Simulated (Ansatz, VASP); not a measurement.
## One calculation of Al2Cu, two programs

```xyz
3
Lattice="-2.0446 2.0446 2.8916 2.0446 -2.0446 2.8916 2.0446 2.0446 -2.8916" Properties=species:S:1:pos:R:3 pbc="T T T"
Al    2.0446    0.0000    1.4458
Al    0.0000    2.0446    1.4458
Cu    0.0000    0.0000    2.8916
```

Alike in both runs: functional PBE; k mesh 12 × 12 × 12; occupations gaussian, width 0.1 eV; no spin polarisation.

Ansatz relaxed the structure, and its values are those at the end. VASP's run is a single point on that final structure, the one shown.

|  | VASP | Ansatz |
| --- | --- | --- |
| version | VASP 6.6.1 | Ansatz 0.2.0 |
| potentials or method | VASP PAW PBE potentials, release 64 (Al, Cu), cutoff 520 eV | scalar-relativistic, plane waves, PAW |
| valence electrons in the cell | 17 | 25 |

VASP gave:

| Quantity | Value |
| --- | --- |
| gap on the k mesh at the Fermi level (eV) | none |
| pressure (GPa) | 0.1 |

Question: Estimate Ansatz's values.

Answer: gap on the k mesh at the Fermi level (eV): none; pressure (GPa): 0.0.

A gap of «none» marks a metal or a gap that the smearing closes. With one functional, cell and mesh, what is left measures potentials, basis and numerics. VASP's potentials hold 17 valence electrons a cell and Ansatz's 25, so a difference there can come from the potentials and not from the codes.
